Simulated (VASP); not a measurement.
A run of VASP 6.6.1:

The input INCAR:

```
PREC     = Accurate       # precision mode
ENCUT    = 600            # plane-wave cutoff, eV
EDIFF    = 1E-8           # SCF threshold, eV
ISMEAR   = -1             # smearing method
SIGMA    = 0.05           # smearing width, eV
LREAL    = False          # projectors in reciprocal space
LASPH    = True           # aspherical terms in the spheres
NELM     = 100            # most SCF steps
ALGO     = Normal         # electronic algorithm
ISIF     = 3              # what is computed and relaxed
LWAVE    = False          # write WAVECAR
LCHARG   = False          # write CHGCAR
NBANDS   = 13             # bands
IBRION   = 6              # ionic algorithm
NFREE    = 2            
POTIM    = 0.015          # step
NSW      = 1              # ionic steps
```

KPOINTS

```
regular mesh
0
Gamma
  7 7 7
```

POSCAR

```
Pb
1.0
    0.0000000000      2.4750200000      2.4750200000
    2.4750200000      0.0000000000      2.4750200000
    2.4750200000      2.4750200000      0.0000000000
Pb
1
Direct
    0.0000000000      0.0000000000      0.0000000000
```

Potentials or basis: VASP PAW LDA potentials, release 64 (Pb_d).

Launch:

```console
$ cat potpaw_LDA.64/Pb_d/POTCAR > POTCAR
$ mpirun -np 1 vasp_std > vasp.out
```

Hardware: 1 thread of Intel Xeon 6975P-C, with other jobs on the host.

Problem. Estimate the wall time of this run.

Solution. Wall time 3.7 min on 1 thread of Intel Xeon 6975P-C, on a shared host, peak memory 0.22 GiB. Counts: scf iterations 145, k points 20.
